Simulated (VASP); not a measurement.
# Sr (Pm-3m) in VASP: a series of runs

Sr is run at these levels: LDA; tasks: single point, relaxation of cell and atoms.

Everything below comes from runs of VASP 6.6.1. Logs are shortened: lines on timing, memory, paths and dates and some standing lists are left out, and cuts for length are marked.

**1. The cell of the first run**

It takes space group Pm-3m (No. 221, cubic). The conventional cell has a = 3.178 Å, b = 3.178 Å, c = 3.178 Å, α = 90.00°, β = 90.00°, γ = 90.00°. Within 4.2 Å of Sr (site symmetry m-3m) lie 6 Sr at 3.18 Å.

**2. Single point, LDA**

INCAR

```
PREC = Accurate ; ENCUT = 520
EDIFF = 1E-6 ; ISMEAR = -1
SIGMA = 0.1 ; LREAL = False
LASPH = True ; NELM = 80
ALGO = Normal ; ISIF = 2
LWAVE = False ; LCHARG = False
GGA = CA ; NBANDS = 11
```

KPOINTS

```
regular mesh
0
Gamma
  12 12 12
```

POSCAR

```
Sr
1.0
    3.1784087149      0.0000000000      0.0000000000
    0.0000000000      3.1784087149      0.0000000000
    0.0000000000      0.0000000000      3.1784087149
Sr
1
Direct
    0.0000000000      0.0000000000      0.0000000000
```

Potentials or basis: VASP PAW LDA potentials, release 64 (Sr_sv).

On the command line:

```
cat potpaw_LDA.64/Sr_sv/POTCAR > POTCAR
mpirun -np 1 vasp_std > vasp.out
```

OUTCAR:

```text
PREC = Accurate
   ENCUT = 520
   EDIFF = 1E-6
   ISMEAR = -1
   LREAL = False
   LASPH = True
   NELM = 80
   ISIF = 2
   GGA = CA

 ion  position               nearest neighbor table
   1  0.000  0.000  0.000-

  LATTYP: Found a simple cubic cell.
 ALAT       =     3.1784087149

  Lattice vectors:

 A1 = (   3.1784087149,   0.0000000000,   0.0000000000)
 A2 = (   0.0000000000,   3.1784087149,   0.0000000000)
 A3 = (   0.0000000000,   0.0000000000,   3.1784087149)

Analysis of symmetry for initial positions (statically):
=====================================================================
 Subroutine PRICEL returns:
 Original cell was already a primitive cell.

 Routine SETGRP: Setting up the symmetry group for a
 simple cubic supercell.

 Subroutine GETGRP returns: Found 48 space group operations
 (whereof 48 operations were pure point group operations)
 out of a pool of 48 trial point group operations.

The static configuration has the point symmetry O_h .

Analysis of symmetry for dynamics (positions and initial velocities):
=====================================================================
 Subroutine PRICEL returns:
 Original cell was already a primitive cell.

 Routine SETGRP: Setting up the symmetry group for a
 simple cubic supercell.

 Subroutine GETGRP returns: Found 48 space group operations
 (whereof 48 operations were pure point group operations)
 out of a pool of 48 trial point group operations.

The dynamic configuration has the point symmetry O_h .

 Subroutine INISYM returns: Found 48 space group operations
 (whereof 48 operations are pure point group operations),
 and found     1 'primitive' translations

----------------------------------------------------------------------------------------

                                     Primitive cell

  volume of cell :      32.1092

  direct lattice vectors                    reciprocal lattice vectors
     3.178408715  0.000000000  0.000000000     0.314622847  0.000000000  0.000000000
     0.000000000  3.178408715  0.000000000     0.000000000  0.314622847  0.000000000
     0.000000000  0.000000000  3.178408715     0.000000000  0.000000000  0.314622847

  length of vectors
     3.178408715  3.178408715  3.178408715     0.314622847  0.314622847  0.314622847

  position of ions in fractional coordinates (direct lattice)
     0.000000000  0.000000000  0.000000000

  ion indices of the primitive-cell ions
   primitive index   ion index
                 1           1

----------------------------------------------------------------------------------------

 KPOINTS: regular mesh

Automatic generation of k-mesh.
 Grid dimensions read from file:
 generate k-points for:   12   12   12

 Generating k-lattice:

  Cartesian coordinates                     Fractional coordinates (reciprocal lattice)
     0.026218571  0.000000000  0.000000000     0.083333333  0.000000000  0.000000000
     0.000000000  0.026218571  0.000000000     0.000000000  0.083333333  0.000000000
     0.000000000  0.000000000  0.026218571     0.000000000  0.000000000  0.083333333

  Length of vectors
     0.026218571  0.026218571  0.026218571

  Shift w.r.t. Gamma in fractional coordinates (k-lattice)
     0.000000000  0.000000000  0.000000000

 Subroutine IBZKPT returns following result:
 ===========================================

 Found     84 irreducible k-points:

 Following reciprocal coordinates:
            Coordinates               Weight
  0.000000  0.000000  0.000000      1.000000
  0.083333  0.000000  0.000000      6.000000
  0.166667  0.000000  0.000000      6.000000
  0.250000  0.000000  0.000000      6.000000
  0.333333  0.000000  0.000000      6.000000
  0.416667  0.000000  0.000000      6.000000
[... 16 lines left out ...]
  0.333333  0.333333  0.000000     12.000000
  0.416667  0.333333  0.000000     24.000000
 [... further k-points ...]
   k-points           NKPTS =     84   k-points in BZ     NKDIM =     84   number of bands    NBANDS=     11
   number of dos      NEDOS =    301   number of ions     NIONS =      1
   total plane-waves  NPLWV =  13824
   dimension x,y,z NGX =    24 NGY =   24 NGZ =   24
   dimension x,y,z NGXF=    48 NGYF=   48 NGZF=   48
   ions per type =               1
   NGX,Y,Z   is equivalent  to a cutoff of  12.55, 12.55, 12.55 a.u.
   NGXF,Y,Z  is equivalent  to a cutoff of  25.11, 25.11, 25.11 a.u.
 SYSTEM =  unknown system
   PREC   = accura    normal or accurate (medium, high low for compatibility)
   ISTART =      0    job   : 0-new  1-cont  2-samecut
   ICHARG =      2    charge: 1-file 2-atom 10-const
   ISPIN  =      1    spin polarized calculation?
   LNONCOLLINEAR =      F non collinear calculations
   LSORBIT =      F    spin-orbit coupling
   LASPH  =      T    aspherical Exc in radial PAW
   ENCUT  =  520.0 eV  38.22 Ry    6.18 a.u.   5.91  5.91  5.91*2*pi/ulx,y,z
   NELM   =     80;   NELMIN=  2; NELMDL= -5     # of ELM steps
   EDIFF  = 0.1E-05   stopping-criterion for ELM
   LREAL  =      F    real-space projection
   EDIFFG = 0.1E-04   stopping-criterion for IOM
   NSW    =      0    number of steps for IOM
   IBRION =     -1    ionic relax: 0-MD 1-quasi-New 2-CG
   NFREE  =      0    steps in history (QN), initial steepest desc. (CG)
   ISIF   =      2    stress and relaxation
   ISYM   =      2    0-nonsym 1-usesym 2-fastsym
   POTIM  = 0.5000    time-step for ionic-motion
   TEBEG  =    0.0;   TEEND  =   0.0 temperature during run
   PSTRESS=    0.0 pullay stress
   NELECT =      10.0000    total number of electrons
   NUPDOWN=      -1.0000    fix difference up-down
   EMIN   =  10.00;   EMAX   =-10.00  energy-range for DOS
   EFERMI =   0.00;   METHOD = LEGACY
   ISMEAR =    -1;   SIGMA  =   0.10  broadening in eV -4-tet -1-fermi 0-gaus
   EFERMI_NEDOS =   21; number of points for ismear=-14 and -15
   IALGO  =     38    algorithm
   IMIX   =      4    mixing-type and parameters
     AMIX     =   0.40;   BMIX     =  1.00
     AMIX_MAG =   1.60;   BMIX_MAG =  1.00
  volume/ion in A,a.u.               =      32.11       216.68
  Fermi-wavevector in a.u.,A,eV,Ry     =   1.109682  2.096994 16.754125  1.231393
  Thomas-Fermi vector in A             =   2.246224
   LORBIT       =      0    0 simple, 1 ext, 2 COOP (PROOUT), +10 PAW based schemes
   GGA     = CA    functional components
   LHFCALC =     F    Hartree Fock is set to
   AEXX    =    0.0000 exact exchange contribution
   IVDW    =     0    specifies the selected vdW correction
   LEPSILON=     F    determine dielectric tensor
   LRPA    =     F    only Hartree local field effects (RPA)
 non-spin polarized calculation
  energy-cutoff  :      520.00
  volume of cell :       32.11
 maximum number of plane-waves:       912
 NGX is ok and might be reduce to    24
   NGX = 11   NGY = 11   NGZ = 11

 number of electron      10.0000000 magnetization

 Free energy of the ion-electron system (eV)
  ---------------------------------------------------
  ext. energy  EPLUGINS =         0.00000000
  ---------------------------------------------------
  free energy    TOTEN  =        -1.22918850 eV

  energy without entropy =       -1.21624791  energy(sigma->0) =       -1.22271820

 E-fermi :   3.4599     XC(G=0):  -9.4432

 val. band max:        3.4035518909   @ k =   0.5000   0.1667   0.1667
 cond. band min:       3.4774277765   @ k =   0.5000   0.5000   0.4167
 fundamental gap:      0.0738758856
 Fermi energy:         3.4598703283

 k-point     1 :       0.0000    0.0000    0.0000
  band No.  band energies     occupation
      1     -32.6451      2.00000
      2     -14.0498      2.00000
      3     -14.0498      2.00000
      4     -14.0498      2.00000
      5      -0.3957      2.00000
      6       3.6321      0.30316
      7       3.6321      0.30316
      8      11.1867      0.00000
      9      11.1867      0.00000
     10      11.1867      0.00000
     11      14.9267      0.00000

 k-point     2 :       0.0833    0.0000    0.0000
  band No.  band energies     occupation
      1     -32.6338      2.00000
      2     -14.1624      2.00000
      3     -14.0404      2.00000
      4     -14.0404      2.00000
      5      -0.2296      2.00000
      6       3.6859      0.18896
      7       3.8057      0.06106
      8      10.7326      0.00000
      9      10.7326      0.00000
     10      11.2125      0.00000
     11      14.2288      0.00000

 k-point     3 :       0.1667    0.0000    0.0000
  band No.  band energies     occupation
      1     -32.6029      2.00000
      2     -14.4581      2.00000
      3     -14.0145      2.00000
      4     -14.0145      2.00000
      5       0.2198      2.00000
      6       3.8389      0.04417
      7       4.2705      0.00060
      8       9.8266      0.00000
      9       9.8266      0.00000
     10      11.2842      0.00000
     11      13.0352      0.00000

 k-point     4 :       0.2500    0.0000    0.0000
  band No.  band energies     occupation
      1     -32.5603      2.00000
      2     -14.8373      2.00000
      3     -13.9787      2.00000
      4     -13.9787      2.00000
      5       0.8503      2.00000
      6       4.0644      0.00473
      7       4.8034      0.00000
      8       8.9303      0.00000
      9       8.9303      0.00000
     10      11.3851      0.00000
     11      12.2184      0.00000

 k-point     5 :       0.3333    0.0000    0.0000
  band No.  band energies     occupation
      1     -32.5170      2.00000
      2     -15.1928      2.00000
      3     -13.9426      2.00000
      4     -13.9426      2.00000
      5       1.5684      2.00000
      6       4.3130      0.00039
      7       5.0046      0.00000
      8       8.2205      0.00000
      9       8.2205      0.00000
     10      11.4895      0.00000
     11      12.2842      0.00000
[... 211 lines left out ...]
 k-point    21 :       0.4167    0.2500    0.0000
  band No.  band energies     occupation
      1     -32.4037      2.00000
      2     -15.3210      2.00000
      3     -14.6462      2.00000
      4     -13.8497      2.00000
      5       2.7389      1.99852
      6       3.9691      0.01221
      7       6.2382      0.00000
      8       7.8489      0.00000
      9       8.1412      0.00000
     10       9.6524      0.00000
     11      13.3443      0.00000

 k-point    22 :       0.5000    0.2500    0.0000
  band No.  band energies     occupation
      1     -32.3922      2.00000
      2     -15.4063      2.00000
      3     -14.6325      2.00000
      4     -13.8403      2.00000
      5       2.8858      1.99360
      6       3.8601      0.03590
      7       6.2516      0.00000
      8       7.9641      0.00000
      9       7.9969      0.00000
     10       9.6975      0.00000
     11      13.6590      0.00000

 k-point    23 :       0.3333    0.3333    0.0000
  band No.  band energies     occupation
      1     -32.3933      2.00000
      2     -15.0456      2.00000
      3     -15.0001      2.00000
      4     -13.8413      2.00000
      5       2.4413      1.99992
      6       4.1326      0.00239
      7       7.1707      0.00000
      8       7.4552      0.00000
      9       8.6287      0.00000
     10       8.9819      0.00000
     11      13.0987      0.00000

 k-point    24 :       0.4167    0.3333    0.0000
  band No.  band energies     occupation
      1     -32.3623      2.00000
      2     -15.2596      2.00000
      3     -14.9794      2.00000
      4     -13.8161      2.00000
      5       2.3254      1.99998
      6       4.2584      0.00068
      7       7.3537      0.00000
      8       8.0173      0.00000
      9       8.3467      0.00000
     10       8.9795      0.00000
     11      13.1649      0.00000

 [... further k-points ...]

------------------------ aborting loop because EDIFF is reached ----------------------------------------

  FORCE on cell =-STRESS in cart. coord.  units (eV):
  Direction    XX          YY          ZZ          XY          YZ          ZX
  --------------------------------------------------------------------------------------
  -------------------------------------------------------------------------------------
  Total        1.6502881      1.6502881      1.6502881     -0.0000000     -0.0000000     -0.0000000
  in kB       82.3457387     82.3457387     82.3457387     -0.0000000     -0.0000000     -0.0000000
  external PRESSURE =      82.3457387 kB  Pullay stress =       0.0000000 kB

 VOLUME and BASIS-vectors are now :
 -----------------------------------------------------------------------------
  energy-cutoff  :      520.00
  volume of cell :       32.11
      direct lattice vectors                 reciprocal lattice vectors
     3.178408715  0.000000000  0.000000000     0.314622847  0.000000000  0.000000000
     0.000000000  3.178408715  0.000000000     0.000000000  0.314622847  0.000000000
     0.000000000  0.000000000  3.178408715     0.000000000  0.000000000  0.314622847

 POSITION                                       TOTAL-FORCE (eV/Angst)
 -----------------------------------------------------------------------------------
      0.00000      0.00000      0.00000         0.000000      0.000000      0.000000
 -----------------------------------------------------------------------------------
    total drift:                               -0.000000      0.000000      0.000000

  FREE ENERGIE OF THE ION-ELECTRON SYSTEM (eV)
  ---------------------------------------------------
  free  energy   TOTEN  =        -1.2291884952 eV

  energy  without entropy=       -1.2162479104  energy(sigma->0) =       -1.22271820
```

Wall time 5.6 s (1 thread of Intel Xeon 6975P-C (Granite Rapids), shared host); peak memory 0.14 GiB.

Results:

| Property | Result |
| --- | --- |
| Free energy | -1.2292 eV |
| Pressure | 8.2 GPa |
| Band gap on the k mesh | zero (band 5 reaches 3.55 eV, above the bottom of band 6 at 3.31 eV) |

Levels at points of the mesh, in eV from the Fermi level:
```
           k point  band 1  band 2  band 3  band 4  band 5  band 6  band 7  band 8  band 9  band 10
(0.00, 0.00, 0.00)  -36.10  -17.51  -17.51  -17.51   -3.86    0.17    0.17    7.73    7.73     7.73
(0.50, 0.00, 0.00)  -35.93  -18.99  -17.37  -17.37   -0.83    1.01    1.13    4.16    4.16     8.14
(0.50, 0.50, 0.00)  -35.77  -18.74  -18.74  -17.23   -1.77    1.37    4.98    4.98    5.04     5.04
(0.50, 0.50, 0.50)  -35.61  -18.52  -18.52  -18.52   -0.15   -0.15   -0.15    5.41   10.18    10.18
```

**3. Single point, LDA**

INCAR

```
SYSTEM = Sr
PREC = Accurate
ENCUT = 520
EDIFF = 1E-7
ISMEAR = -1
SIGMA = 0.1
LREAL = .False.
LASPH = .True.
NELM = 60
ALGO = Normal
ISIF = 2
LWAVE = .False.
LCHARG = .True.
LELF = .True.
LVHAR = .True.
NBANDS = 11
```

KPOINTS

```
Automatic mesh
0
Gamma
  12 12 12
  0 0 0
```

POSCAR is that of step 2.

Potentials or basis: VASP PAW LDA potentials, release 64 (Sr_sv).

On the command line:

```
cat potpaw_LDA.64/Sr_sv/POTCAR > POTCAR
mpirun -np 1 vasp_std > vasp.out
```

Wall time 6.5 s (1 thread of Intel Xeon 6975P-C (Granite Rapids), shared host); peak memory 0.14 GiB.

The run converged. Its results:

```yaml
Free_energy: -1.2292 eV
Pressure: 8.2 GPa
Band_gap_on_the_k_mesh: zero (band 5 reaches 3.55 eV, above the bottom of band 6 at 3.31 eV)
```

Levels at points of the mesh, in eV from the Fermi level:
| k point | band 2 | band 3 | band 4 | band 5 | band 6 | band 7 | band 8 | band 9 |
| --- | --- | --- | --- | --- | --- | --- | --- | --- |
| (0.00, 0.00, 0.00) | -17.51 | -17.51 | -17.51 | -3.86 | 0.17 | 0.17 | 7.73 | 7.73 |
| (0.50, 0.00, 0.00) | -18.99 | -17.37 | -17.37 | -0.83 | 1.01 | 1.13 | 4.16 | 4.16 |
| (0.50, 0.50, 0.00) | -18.74 | -18.74 | -17.23 | -1.77 | 1.37 | 4.98 | 4.98 | 5.04 |
| (0.50, 0.50, 0.50) | -18.52 | -18.52 | -18.52 | -0.15 | -0.15 | -0.15 | 5.41 | 10.18 |

**4. Relaxation of cell and atoms, LDA, target pressure 8.1 GPa, at which the enthalpy is minimised**

INCAR

```
PREC = Accurate
ENCUT = 600
EDIFF = 1E-6
ISMEAR = -1
SIGMA = 0.1
LREAL = F
LASPH = T
NELM = 60
ALGO = Normal
ISIF = 3
LWAVE = F
LCHARG = F
IBRION = 2
NSW = 32
EDIFFG = -0.005
PSTRESS = 81.0
```

KPOINTS

```
Automatic mesh
0
Gamma
  12 12 12
```

POSCAR is that of step 3.

On the command line:

```
cat potpaw_LDA.64/Sr_sv/POTCAR > POTCAR
mpirun -np 1 vasp_std > vasp.out
```

Run time: 14 s. Hardware: 1 thread of Intel Xeon 6975P-C (Granite Rapids), shared host; peak memory 0.17 GiB.

Results (log left out):

- Free energy: -1.2359 eV
- Relaxed volume: 32.24 Å³/atom
- Relaxed cell: a = 3.183 Å, b = 3.183 Å, c = 3.183 Å, α = 90.00°, β = 90.00°, γ = 90.00°
- Space group after relaxing (to 0.05 Å): Pm-3m (No. 221)
- Energy change on relaxing (the enthalpy is what falls): -6.7 meV/atom
- Ionic steps: 2
- Pressure after relaxing: 8.1 GPa
- Band gap on the k mesh: zero (band 5 reaches 3.52 eV, above the bottom of band 6 at 3.30 eV)

The path:
| step | energy change (eV) | largest force (eV/Å) | pressure (GPa) | volume (Å³) |
| --- | --- | --- | --- | --- |
| 1 | 0.0000 | 0.0000 | 8.24 | 32.11 |
| 2 | -0.0067 | 0.0000 | 8.09 | 32.24 |

Final structure:
```cif
data_structure
_symmetry_space_group_name_H-M 'P 1'
_symmetry_Int_Tables_number 1
_cell_length_a 3.1828
_cell_length_b 3.1828
_cell_length_c 3.1828
_cell_angle_alpha 90.000
_cell_angle_beta 90.000
_cell_angle_gamma 90.000
_cell_volume 32.24
loop_
_atom_site_label
_atom_site_type_symbol
_atom_site_fract_x
_atom_site_fract_y
_atom_site_fract_z
_atom_site_occupancy
Sr1 Sr 0.00000 0.00000 0.00000 1
```

Levels at points of the mesh, in eV from the Fermi level:
```
           k point  band 3  band 4  band 5  band 6  band 7  band 8
(0.00, 0.00, 0.00)  -17.52  -17.52   -3.86    0.18    0.18    7.70
(0.50, 0.00, 0.00)  -17.38  -17.38   -0.84    0.99    1.13    4.15
(0.50, 0.50, 0.00)  -18.73  -17.24   -1.75    1.37    4.97    4.97
(0.50, 0.50, 0.50)  -18.52  -18.52   -0.14   -0.14   -0.14    5.41
```

Caveat: the cell is relaxed towards a set pressure, so the enthalpy falls and the energy may rise.
